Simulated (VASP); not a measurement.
# ScAl3N4 (Cm) in VASP: notebook

The runs below take ScAl3N4 through single point, with LDA.

Everything below comes from runs of VASP 6.6.1. Logs are shortened: lines on timing, memory, paths and dates and some standing lists are left out, and cuts for length are marked.

### Step 1. The cell of the first run

It takes space group Cm (No. 8, monoclinic). The conventional cell has a = 11.421 Å, b = 3.183 Å, c = 5.561 Å, α = 90.00°, β = 119.04°, γ = 90.00°. Within 2.6 Å of Sc (site symmetry m) lie 4 N at 1.99 to 2.05 Å. Within 2.5 Å of Al (site symmetry m) lie 4 N at 1.85 to 1.94 Å. Al (site symmetry m) has 4 N at 1.87 to 1.93 Å within 2.5 Å. Within 2.5 Å of Al (site symmetry m) lie 4 N at 1.90 to 1.95 Å. Within 2.5 Å of N (site symmetry m) lie 3 Al at 1.90 to 1.91 Å and 1 Sc at 2.05 Å. N (site symmetry m) has 4 Al at 1.93 to 1.95 Å within 2.6 Å. N (site symmetry m) has 2 Al at 1.85 to 1.87 Å and 2 Sc at 1.99 Å within 2.5 Å. N (site symmetry m) has 3 Al at 1.88 to 1.90 Å and 1 Sc at 2.04 Å within 2.5 Å.

### Step 2. Single point, LDA

The input, INCAR:

```
SYSTEM = ScAl3N4
ALGO = Normal
EDIFF = 1E-6
ENCUT = 520
ISIF = 2
ISMEAR = 0
LASPH = .TRUE.
LCHARG = .TRUE.
LELF = .TRUE.
LREAL = .FALSE.
LVHAR = .TRUE.
LWAVE = .FALSE.
NBANDS = 30
NELM = 60
PREC = Accurate
SIGMA = 0.1
```

The input, KPOINTS:

```
k-points
0
G
  6 6 6
  0 0 0
```

The input, POSCAR:

```
ScAl3N4
1.0
   -3.1834755311      0.0000000000      0.0000000000
    0.0000000000      5.5613359895     -0.0047307662
    1.5917377656     -2.7763766643     -4.9902803000
Sc Al N
1 3 4
Direct
    0.0062781012      0.3370793180      0.0125562024
    0.4997531606      0.8361934318     -0.0004936789
    0.7538934260      0.4168444740      0.5077868520
    0.2464443862      0.9172079564      0.4928887724
    0.8005503410      0.1309696929      0.6011006821
    0.3050551105      0.6418301729      0.6101102210
    0.5672216132      0.2126887309      0.1344432263
    0.0568038613      0.7431862230      0.1136077226
```

Potentials or basis: VASP PAW LDA potentials, release 64 (Sc_sv, Al, N).

Command:

```console
> cat potpaw_LDA.64/Sc_sv/POTCAR potpaw_LDA.64/Al/POTCAR potpaw_LDA.64/N/POTCAR > POTCAR
> mpirun -np 1 vasp_std > vasp.out
```

OUTCAR:

```text
SYSTEM = ScAl3N4
   EDIFF = 1E-6
   ENCUT = 520
   ISIF = 2
   ISMEAR = 0
   LASPH = .TRUE.
   LREAL = .FALSE.
   NELM = 60
   PREC = Accurate

 ion  position               nearest neighbor table
   1  0.006  0.337  0.013-   7 1.99   7 1.99   8 2.04   5 2.05   4 3.06   3 3.08   3 3.08   3 3.12
                             4 3.17   4 3.17   2 3.18   2 3.18   2 3.23   2 3.23
   2  0.500  0.836  1.000-   7 1.85   8 1.88   8 1.88   6 1.94   4 3.07   4 3.07   3 3.08   3 3.08
                             3 3.12   4 3.14   1 3.18   1 3.18   1 3.23   1 3.23
   3  0.754  0.417  0.508-   7 1.87   5 1.91   6 1.93   6 1.93   2 3.08   2 3.08   1 3.08   1 3.08
                             1 3.12   2 3.12   4 3.17   4 3.17   4 3.24   4 3.24
   4  0.246  0.917  0.493-   8 1.90   5 1.90   5 1.90   6 1.95   1 3.06   2 3.07   2 3.07   2 3.14
                             3 3.17   3 3.17   1 3.17   1 3.17   3 3.24   3 3.24
   5  0.801  0.131  0.601-   4 1.90   4 1.90   3 1.91   1 2.05
   6  0.305  0.642  0.610-   3 1.93   3 1.93   2 1.94   4 1.95
   7  0.567  0.213  0.134-   2 1.85   3 1.87   1 1.99   1 1.99
   8  0.057  0.743  0.114-   2 1.88   2 1.88   4 1.90   1 2.04

  LATTYP: Found a base centered monoclinic cell.
 ALAT       =    11.4212372105
 B/A-ratio  =     0.2787329842
 C/A-ratio  =     0.4869295593
 COS(beta)  =    -0.4854343911

  Lattice vectors:

 A1 = (   1.5917377656,  -2.7763766643,  -4.9902803000)
 A2 = (  -1.5917377655,  -2.7763766643,  -4.9902803000)
 A3 = (   0.0000000000,   5.5613359895,  -0.0047307662)

Analysis of symmetry for initial positions (statically):
=====================================================================
 Subroutine PRICEL returns:
 Original cell was already a primitive cell.

 Routine SETGRP: Setting up the symmetry group for a
 base centered monoclinic supercell.

 Subroutine GETGRP returns: Found  2 space group operations
 (whereof  2 operations were pure point group operations)
 out of a pool of  4 trial point group operations.

The static configuration has the point symmetry C_1h.

Analysis of symmetry for dynamics (positions and initial velocities):
=====================================================================
 Subroutine PRICEL returns:
 Original cell was already a primitive cell.

 Routine SETGRP: Setting up the symmetry group for a
 base centered monoclinic supercell.

 Subroutine GETGRP returns: Found  2 space group operations
 (whereof  2 operations were pure point group operations)
 out of a pool of  4 trial point group operations.

The dynamic configuration has the point symmetry C_1h.

 Subroutine INISYM returns: Found  2 space group operations
[... 118 lines left out ...]
   TEBEG  =    0.0;   TEEND  =   0.0 temperature during run
   PSTRESS=    0.0 pullay stress
   NELECT =      40.0000    total number of electrons
   NUPDOWN=      -1.0000    fix difference up-down
   EMIN   =  10.00;   EMAX   =-10.00  energy-range for DOS
   EFERMI =   0.00;   METHOD = LEGACY
   ISMEAR =     0;   SIGMA  =   0.10  broadening in eV -4-tet -1-fermi 0-gaus
   EFERMI_NEDOS =   21; number of points for ismear=-14 and -15
   IALGO  =     38    algorithm
   IMIX   =      4    mixing-type and parameters
     AMIX     =   0.40;   BMIX     =  1.00
     AMIX_MAG =   1.60;   BMIX_MAG =  1.00
  volume/ion in A,a.u.               =      11.05        74.56
  Fermi-wavevector in a.u.,A,eV,Ry     =   1.256872  2.375144 21.493502  1.579728
  Thomas-Fermi vector in A             =   2.390559
   LORBIT       =      0    0 simple, 1 ext, 2 COOP (PROOUT), +10 PAW based schemes
   GGA     = CA    functional components
   LHFCALC =     F    Hartree Fock is set to
   AEXX    =    0.0000 exact exchange contribution
   IVDW    =     0    specifies the selected vdW correction
   LEPSILON=     F    determine dielectric tensor
   LRPA    =     F    only Hartree local field effects (RPA)
 non-spin polarized calculation
 Gauss-broadening in eV      SIGMA  =   0.10
  energy-cutoff  :      520.00
  volume of cell :       88.39
 maximum number of plane-waves:      2399
   NGX = 11   NGY = 21   NGZ = 21

 number of electron      40.0000000 magnetization

 Free energy of the ion-electron system (eV)
  ---------------------------------------------------
  ext. energy  EPLUGINS =         0.00000000
  ---------------------------------------------------
  free energy    TOTEN  =       -68.04379154 eV

  energy without entropy =      -68.04379154  energy(sigma->0) =      -68.04379154

 E-fermi :   5.6994     XC(G=0): -11.2962

 val. band max:        5.0995888146   @ k =   0.5000   0.5000   0.1667
 cond. band min:       8.9397900550   @ k =   0.0000   0.0000   0.0000
 fundamental gap:      3.8402012403
 Fermi energy:         5.6994244310

 k-point     1 :       0.0000    0.0000    0.0000
  band No.  band energies     occupation
      1     -40.7856      2.00000
      2     -19.9919      2.00000
      3     -19.9836      2.00000
      4     -19.7762      2.00000
      5      -9.3088      2.00000
      6      -7.3563      2.00000
[... 781 lines left out ...]
     29      13.9066      0.00000
     30      14.4647      0.00000

 [... further k-points ...]

------------------------ aborting loop because EDIFF is reached ----------------------------------------

  FORCE on cell =-STRESS in cart. coord.  units (eV):
  Direction    XX          YY          ZZ          XY          YZ          ZX
  --------------------------------------------------------------------------------------
  -------------------------------------------------------------------------------------
  Total        0.3988046      0.4268245      0.3712058     -0.0000000      0.0236413     -0.0000000
  in kB        7.2286915      7.7365761      6.7284385     -0.0000000      0.4285205     -0.0000000
  external PRESSURE =       7.2312354 kB  Pullay stress =       0.0000000 kB

 VOLUME and BASIS-vectors are now :
 -----------------------------------------------------------------------------
  energy-cutoff  :      520.00
  volume of cell :       88.39
      direct lattice vectors                 reciprocal lattice vectors
    -3.183475531  0.000000000  0.000000000    -0.314122094 -0.000085191 -0.100147376
     0.000000000  5.561335989 -0.004730766     0.000000000  0.179727849 -0.099992821
     1.591737766 -2.776376664 -4.990280300     0.000000000 -0.000170381 -0.200294752

 POSITION                                       TOTAL-FORCE (eV/Angst)
 -----------------------------------------------------------------------------------
      0.00000      1.83975     -0.06425         0.000000      0.029206     -0.009658
     -0.00000      1.87535     -4.99177        -0.000000     -0.013931      0.019218
     -1.59174      0.90840     -2.53597         0.000000      0.006176     -0.004233
      0.00000      3.73246     -2.46399        -0.000000     -0.005021      0.003709
     -1.59174     -0.94052     -3.00028        -0.000000     -0.000898      0.058565
      0.00000      1.87554     -3.04766         0.000000      0.009091     -0.020784
     -1.59174      0.80957     -0.67192         0.000000     -0.063623     -0.040082
      0.00000      3.81769     -0.57045         0.000000      0.039001     -0.006735
 -----------------------------------------------------------------------------------
    total drift:                               -0.000004      0.000905     -0.001020

  FREE ENERGIE OF THE ION-ELECTRON SYSTEM (eV)
  ---------------------------------------------------
  free  energy   TOTEN  =       -68.0437915360 eV

  energy  without entropy=      -68.0437915360  energy(sigma->0) =      -68.04379154
```

It took 3.7 min on 1 thread of Intel Xeon Platinum 8488C (Sapphire Rapids), shared host; peak memory 0.28 GiB.

What came out:

- Free energy: -68.0438 eV
- Pressure: 0.7 GPa
- Largest force: 0.075 eV/Å
- Band gap on the k mesh: 3.84 eV (least direct gap 3.96 eV)

Forces on the atoms (eV/Å):
```
Sc   0.000  0.029 -0.010
Al   0.000 -0.014  0.019
Al   0.000  0.006 -0.004
Al   0.000 -0.005  0.004
N    0.000 -0.001  0.059
N    0.000  0.009 -0.021
N    0.000 -0.064 -0.040
N    0.000  0.039 -0.007
```

### Step 3. Single point, LDA

This run uses another cell than the first one, of 11.37 Å³/atom.

The input, INCAR:

```
PREC = Accurate
ENCUT = 520
EDIFF = 1E-7
ISMEAR = 0
SIGMA = 0.1
LREAL = False
LASPH = True
NELM = 80
ALGO = Normal
ISIF = 2
LWAVE = False
LCHARG = False
GGA = CA
NBANDS = 30
```

The input, KPOINTS:

```
Automatic mesh
0
Gamma
  6 6 6
```

The input, POSCAR:

```
ScAl3N4
1.0
   -3.2215000000      0.0000000000      0.0000000000
    0.0000000000      5.5798016766      0.0000000000
    1.6107500000     -2.7899008383     -5.0615000000
Sc Al N
1 3 4
Direct
    0.0000000000      0.3333333300      0.0000000000
    0.5000000000      0.8333333300      0.0000000000
    0.7500000000      0.4166666700      0.5000000000
    0.2500000000      0.9166666700      0.5000000000
    0.8090000000      0.1423333300      0.6180000000
    0.3090000000      0.6423333300      0.6180000000
    0.5590000000      0.2256666700      0.1180000000
    0.0590000000      0.7256666700      0.1180000000
```

Potentials or basis: VASP PAW LDA potentials, release 64 (Sc_sv, Al, N).

Command:

```console
> cat potpaw_LDA.64/Sc_sv/POTCAR potpaw_LDA.64/Al/POTCAR potpaw_LDA.64/N/POTCAR > POTCAR
> mpirun -np 1 vasp_std > vasp.out
```

OUTCAR:

```text
PREC = Accurate
   ENCUT = 520
   EDIFF = 1E-7
   ISMEAR = 0
   LREAL = False
   LASPH = True
   NELM = 80
   ISIF = 2
   GGA = CA

 ion  position               nearest neighbor table
   1  0.000  0.333  0.000-   5 1.93   7 1.95   7 1.95   8 1.95   3 3.14   3 3.14   4 3.14   4 3.14
                             4 3.14   3 3.14   2 3.22   2 3.22   2 3.22   2 3.22
   2  0.500  0.833  0.000-   6 1.93   8 1.95   8 1.95   7 1.95   4 3.14   4 3.14   3 3.14   3 3.14
                             4 3.14   3 3.14   1 3.22   1 3.22   1 3.22   1 3.22
   3  0.750  0.417  0.500-   7 1.93   6 1.95   6 1.95   5 1.95   2 3.14   2 3.14   1 3.14   1 3.14
                             2 3.14   1 3.14   4 3.22   4 3.22   4 3.22   4 3.22
   4  0.250  0.917  0.500-   8 1.93   5 1.95   5 1.95   6 1.95   1 3.14   1 3.14   2 3.14   2 3.14
                             1 3.14   2 3.14   3 3.22   3 3.22   3 3.22   3 3.22
   5  0.809  0.142  0.618-   1 1.93   4 1.95   4 1.95   3 1.95
   6  0.309  0.642  0.618-   2 1.93   3 1.95   3 1.95   4 1.95
   7  0.559  0.226  0.118-   3 1.93   1 1.95   1 1.95   2 1.95
   8  0.059  0.726  0.118-   4 1.93   2 1.95   2 1.95   1 1.95

[... 204 lines left out ...]
 k-point     1 :       0.0000    0.0000    0.0000
  band No.  band energies     occupation
      1     -40.4525      2.00000
      2     -19.7932      2.00000
      3     -19.7615      2.00000
      4     -19.5003      2.00000
      5      -9.3522      2.00000
      6      -7.5045      2.00000
[... 781 lines left out ...]
     29      13.6265      0.00000
     30      13.8526      0.00000

 [... further k-points ...]

------------------------ aborting loop because EDIFF is reached ----------------------------------------

  FORCE on cell =-STRESS in cart. coord.  units (eV):
  Direction    XX          YY          ZZ          XY          YZ          ZX
  --------------------------------------------------------------------------------------
  -------------------------------------------------------------------------------------
  Total       -1.8692592     -1.5789157      0.1430951      0.0000000     -0.0488572      0.0000000
  in kB      -32.9172825    -27.8043910      2.5198768      0.0000000     -0.8603664      0.0000000
  external PRESSURE =     -19.4005989 kB  Pullay stress =       0.0000000 kB

 VOLUME and BASIS-vectors are now :
 -----------------------------------------------------------------------------
  energy-cutoff  :      520.00
  volume of cell :       90.98
      direct lattice vectors                 reciprocal lattice vectors
    -3.221500000  0.000000000  0.000000000    -0.310414403  0.000000000 -0.098784945
     0.000000000  5.579801677  0.000000000     0.000000000  0.179217839 -0.098784945
     1.610750000 -2.789900838 -5.061500000     0.000000000  0.000000000 -0.197569890

 POSITION                                       TOTAL-FORCE (eV/Angst)
 -----------------------------------------------------------------------------------
      0.00000      1.85993      0.00000         0.000000     -0.290556     -0.977294
     -1.61075      4.64983      0.00000         0.000000      0.210870     -0.479078
     -1.61075      0.92997     -2.53075         0.000000     -0.152628      0.155039
      0.00000      3.71987     -2.53075         0.000000      0.169161      0.156968
     -1.61075     -0.92997     -3.12801         0.000000     -0.027893      3.128700
      0.00000      1.85993     -3.12801         0.000000      0.028411      0.182302
     -1.61075      0.92997     -0.59726        -0.000000     -2.748992     -1.513020
      0.00000      3.71987     -0.59726         0.000000      2.811626     -0.653616
 -----------------------------------------------------------------------------------
    total drift:                               -0.000008     -0.000361      0.000460

  FREE ENERGIE OF THE ION-ELECTRON SYSTEM (eV)
  ---------------------------------------------------
  free  energy   TOTEN  =       -67.4853202892 eV

  energy  without entropy=      -67.4853202892  energy(sigma->0) =      -67.48532029
```

stdout:

```text
POSCAR found type information on POSCAR ScAlN
 POSCAR found :  3 types and       8 ions
 scaLAPACK will be used
 LDA part: xc-table for (Slater(with rela. corr.)+CA(PZ))
 , standard interpolation
 POSCAR, INCAR and KPOINTS ok, starting setup
 FFT: planning ... GRIDC
 FFT: planning ... GRID_SOFT
 FFT: planning ... GRID
 WAVECAR not read
 entering main loop
```

Wall time 3 min (1 thread of Intel Xeon Platinum 8488C (Sapphire Rapids), shared host); peak memory 0.29 GiB.

What came out:

```
Free energy            : -67.4853 eV
Pressure               : -1.9 GPa
Largest force          : 3.138 eV/Å
Band gap on the k mesh : 3.73 eV (least direct gap 3.99 eV)
```

Forces on the atoms (eV/Å):
```
Sc   0.000 -0.291 -0.977
Al   0.000  0.211 -0.479
Al   0.000 -0.153  0.155
Al   0.000  0.169  0.157
N    0.000 -0.028  3.129
N    0.000  0.028  0.182
N    0.000 -2.749 -1.513
N    0.000  2.812 -0.654
```

Stress tensor (GPa, compression positive):
```
-3.29  0.00  0.00
 0.00 -2.78 -0.09
 0.00 -0.09  0.25
```

Levels at points of the mesh, in eV from the valence-band top:
```tsv
k point	band 18	band 19	band 20	band 21	band 22	band 23
(0.00, 0.00, 0.00)	-0.45	-0.31	-0.26	3.73	4.76	5.03
(0.50, 0.00, 0.00)	-0.92	-0.33	-0.18	4.73	5.10	5.62
(0.00, 0.50, 0.00)	-0.67	-0.34	-0.18	5.00	5.76	5.84
(0.00, 0.50, 0.50)	-0.82	-0.03	0.00	5.09	5.51	6.14
(0.50, 0.50, 0.00)	-0.83	-0.25	-0.01	4.52	4.91	5.04
(0.00, 0.00, 0.50)	-0.66	-0.40	-0.26	4.77	5.01	5.60
```

Caveat: forces of over 1 eV/Å act on the atoms, so gaps and moduli don't describe the material at rest.

### Step 4. Single point, LDA

The input, INCAR:

```
PREC     = Accurate       # precision mode
ENCUT    = 520            # plane-wave cutoff, eV
EDIFF    = 1E-7           # SCF threshold, eV
ISMEAR   = 0              # smearing method
SIGMA    = 0.02           # smearing width, eV
LREAL    = False          # projectors in reciprocal space
LASPH    = True           # aspherical terms in the spheres
NELM     = 80             # most SCF steps
ALGO     = Normal         # electronic algorithm
ISIF     = 2              # what is computed and relaxed
LWAVE    = False          # write WAVECAR
LCHARG   = False          # write CHGCAR
GGA      = CA             # functional
NBANDS   = 30             # bands
```

The input, KPOINTS:

```
Automatic mesh
0
Gamma
  10 6 10
```

The input, POSCAR:

```
ScAl3N4
1.0
   -3.1824381268      0.0000000000      0.0000000000
    0.0000000000      5.5615171202     -0.0035549843
    1.5912190634     -2.7775217000     -4.9897645414
Sc Al N
1 3 4
Direct
    0.0063673724      0.3370650104      0.0127347448
    0.4997077738      0.8360503504     -0.0005844524
    0.7538930056      0.4169103095      0.5077860111
    0.2463782869      0.9172533784      0.4927565738
    0.8005098518      0.1310817679      0.6010197036
    0.3051259584      0.6421136739      0.6102519168
    0.5672644883      0.2126111834      0.1345289766
    0.0567532627      0.7429143259      0.1135065255
```

Command:

```console
> cat potpaw_LDA.64/Sc_sv/POTCAR potpaw_LDA.64/Al/POTCAR potpaw_LDA.64/N/POTCAR > POTCAR
> mpirun -np 1 vasp_std > vasp.out
```

Run time: 7.5 min. Hardware: 1 thread of Intel Xeon Platinum 8488C (Sapphire Rapids), shared host; peak memory 0.47 GiB.

Results (log left out):

```yaml
Free_energy: -68.0442 eV
Pressure: 0.8 GPa
Largest_force: 0.077 eV/Å
Band_gap_on_the_k_mesh: 3.84 eV (least direct gap 3.99 eV)
```

Forces in eV/Å, atoms in the order of the input:
```
Sc   0.000  0.026  0.012
Al   0.000 -0.011  0.012
Al   0.000  0.005 -0.017
Al   0.000 -0.006 -0.008
N    0.000 -0.003  0.049
N    0.000  0.004 -0.004
N    0.000 -0.067 -0.037
N    0.000  0.052 -0.007
```

Levels at points of the mesh, in eV from the valence-band top:
| k point | band 18 | band 19 | band 20 | band 21 | band 22 | band 23 |
| --- | --- | --- | --- | --- | --- | --- |
| (0.00, 0.00, 0.00) | -0.62 | -0.49 | -0.15 | 3.84 | 4.47 | 4.85 |
| (0.50, 0.00, 0.00) | -0.97 | -0.41 | -0.26 | 4.33 | 4.60 | 5.04 |
| (0.00, 0.50, 0.00) | -0.68 | -0.42 | -0.32 | 4.53 | 5.44 | 5.64 |
| (0.50, 0.50, 0.00) | -1.04 | -0.29 | -0.01 | 4.15 | 4.42 | 4.94 |
| (0.00, 0.00, 0.50) | -0.76 | -0.55 | -0.45 | 4.36 | 4.63 | 5.47 |
| (0.00, 0.50, 0.50) | -0.95 | -0.18 | -0.09 | 4.71 | 5.15 | 5.58 |

### Step 5. Overview

```csv
cell,k mesh,smearing,gap on the mesh (eV),pressure (GPa),largest force (eV/Å)
"a = 3.183, b = 5.561, c = 5.928 Å, angles 117.9, 105.6, 90.0°, 8 atoms, atomic positions A",6 × 6 × 6,gaussian 0.1 eV,3.84,0.7,0.08
"a = 3.221, b = 5.580, c = 6.000 Å, angles 117.7, 105.6, 90.0°, 8 atoms, atomic positions B",6 × 6 × 6,gaussian 0.1 eV,3.73,-1.9,3.14
"a = 3.182, b = 5.562, c = 5.928 Å, angles 117.9, 105.6, 90.0°, 8 atoms, atomic positions A",10 × 6 × 10,gaussian 0.02 eV,3.84,0.8,0.08
```

Alike in all rows: task single point; level LDA; potentials or basis VASP PAW LDA potentials, release 64 (Sc_sv, Al, N); no spin polarisation; cutoff (eV) 520.

Caveats: forces of over 1 eV/Å act on the atoms, so gaps and moduli don't describe the material at rest (at least some runs).

Absolute energies hang on the potentials; compare differences alone.
